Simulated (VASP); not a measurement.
Crystal: Tm2MgC2.

```
Tm Mg C
1.0
     5.12603    0.00000    0.00000
    -2.56301    4.43927    0.00000
     0.00000    0.00000    4.42506
Tm Mg C
2 1 2
Direct
  0.33333 0.66667 0.74362
  0.66667 0.33333 0.74362
  0.00000 0.00000 0.14774
  0.33333 0.66667 0.26292
  0.66667 0.33333 0.26292
```

The cell was built from a structure type or drawn by symmetry, and may not be a known phase.

- Program: VASP 6.6.1
- Task: relaxation of cell and atoms
- Functional: PBE
- Potentials or basis: VASP PAW PBE potentials, release 64 (Tm_3, Mg, C), 4f in core
- Cutoff: 600 eV
- k mesh: 4 × 4 × 4
- Occupations: gaussian, width 0.2 eV
- Spin: no spin polarisation

At the start: pressure 4.8 GPa; volume 20.14 Å³/atom.

Q: How do energy, volume and symmetry change on relaxing?

A: Over 14 steps the energy falls by 82.3 meV/atom and the volume is 21.06 Å³/atom (+4.6 %); space group P6mm (No. 183, to 0.1 Å) before, P6/mmm (No. 191, to 0.1 Å).

Step by step:
```tsv
step	energy change (eV)	largest force (eV/Å)	pressure (GPa)	volume (Å³)
1	0.0000	1.9688	4.75	100.70
2	-0.2060	0.9719	-1.58	109.61
3	-0.2874	0.5287	0.27	106.16
4	-0.2874	0.5326	0.35	106.05
5	-0.3042	0.4882	-0.26	106.85
6	-0.3182	0.4073	-1.34	108.41
7	-0.3275	0.3888	-1.23	108.21
8	-0.3520	0.3330	-0.96	107.61
9	-0.3861	0.2171	-0.32	106.41
10	-0.3914	0.0904	1.23	104.04
11	-0.3997	0.1278	0.49	105.09
12	-0.4085	0.0350	0.02	105.42
13	-0.4094	0.0905	-0.19	105.57
14	-0.4113	0.0138	-0.23	105.29
```

Final structure:
```
Tm Mg C
1.0
     5.14938    0.00000    0.00000
    -2.57469    4.45950    0.00000
     0.00000    0.00000    4.58508
Tm Mg C
2 1 2
Cartesian
  0.0000 2.9730 3.3549
  2.5747 1.4865 3.3549
  5.1494 0.0000 1.0735
  0.0000 2.9730 1.0621
  2.5747 1.4865 1.0621
```
